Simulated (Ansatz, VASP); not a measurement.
# One calculation of Mn3Al2, two programs

```
Al Mn
1.0
     2.57644    4.46252    0.00000
    -2.57644    4.46252    0.00000
     0.00000   -2.97501    4.68910
Al Mn
4 6
Direct
  0.35229 0.35229 0.05687
  0.14771 0.14771 0.44313
  0.64771 0.64771 0.94313
  0.85229 0.85229 0.55687
  0.55621 0.94379 0.75000
  0.25000 0.55621 0.75000
  0.94379 0.25000 0.75000
  0.44379 0.05621 0.25000
  0.75000 0.44379 0.25000
  0.05621 0.75000 0.25000
```

Alike in both runs: task single point; functional r2SCAN; k mesh 7 × 7 × 7; no spin polarisation.

|  | VASP | Ansatz |
| --- | --- | --- |
| version | VASP 6.6.1 | Ansatz 0.2.0 |
| potentials or method | VASP PAW PBE potentials, release 64 (Al, Mn_pv), cutoff 550 eV | PAW plane waves |
| occupations | fermi-dirac, width 0.1 eV | fermi-dirac |
| valence electrons in the cell | 90 | 102 |

Ansatz gave:

| Property | Result |
| --- | --- |
| rms of the force components (eV/Å) | 0.574 |

**Question.** Which values does VASP return?

**Answer.** rms of the force components (eV/Å): 0.575.

VASP's potentials were made for PBE, not for r2SCAN. Atom by atom the forces differ by 0.001 eV/Å (rms over components). VASP's potentials hold 90 valence electrons a cell and Ansatz's 102, so a difference there can come from the potentials and not from the codes. Ansatz's warnings: structure snapped to symmetry.
